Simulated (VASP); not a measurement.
# LiNbO3: single point with PBE

LiNbO3:

```
CELL_PARAMETERS angstrom
2.56890 1.48316 4.49957
-2.56890 1.48316 4.49957
0.00000 -2.96631 4.49957
ATOMIC_POSITIONS crystal
Li 0.25000 0.25000 0.25000
Li 0.75000 0.75000 0.75000
Nb 0.00000 0.00000 0.00000
Nb 0.50000 0.50000 0.50000
O 0.12435 0.37565 0.75000
O 0.75000 0.12435 0.37565
O 0.37565 0.75000 0.12435
O 0.25000 0.87565 0.62435
O 0.87565 0.62435 0.25000
O 0.62435 0.25000 0.87565
```

```json
{"Program": "VASP 6.6.1", "Task": "single point", "Functional": "PBE", "Potentials or basis": "VASP PAW PBE potentials, release 64 (Li_sv, Nb_sv, O)", "Cutoff": "520 eV", "k mesh": "6 × 6 × 6", "Occupations": "gaussian, width 0.02 eV", "Spin": "no spin polarisation"}
```

```
Largest force          : 0.117 eV/Å
Band gap on the k mesh : 2.67 eV (least direct gap 2.73 eV)
```

Forces in eV/Å, atoms in the order of the input:
```
Li   0.000  0.000  0.000
Li   0.000  0.000  0.000
Nb   0.000  0.000  0.000
Nb   0.000  0.000  0.000
O   -0.117  0.000  0.000
O    0.058 -0.101  0.000
O    0.058  0.101  0.000
O   -0.058  0.101  0.000
O    0.117  0.000  0.000
O   -0.058 -0.101  0.000
```

Levels at points of the mesh, in eV from the valence-band top:
```tsv
k point	band 32	band 33	band 34	band 35	band 36	band 37
(0.00, 0.00, 0.00)	-0.20	-0.20	0.00	2.73	2.73	2.86
(0.50, 0.00, 0.00)	-0.29	-0.22	-0.22	4.32	4.32	4.36
(0.50, 0.50, 0.00)	-0.44	-0.33	-0.26	2.67	3.71	4.09
(0.50, 0.50, 0.50)	-0.32	-0.32	-0.32	4.31	4.31	4.66
```

Wall time 2.6 min on 1 thread of Intel(R) Xeon(R) Platinum 8488C (Sapphire Rapids), with other jobs on the host, peak memory 0.3 GiB.

 PBE gaps usually lie below the measured ones, often by a third to a half.
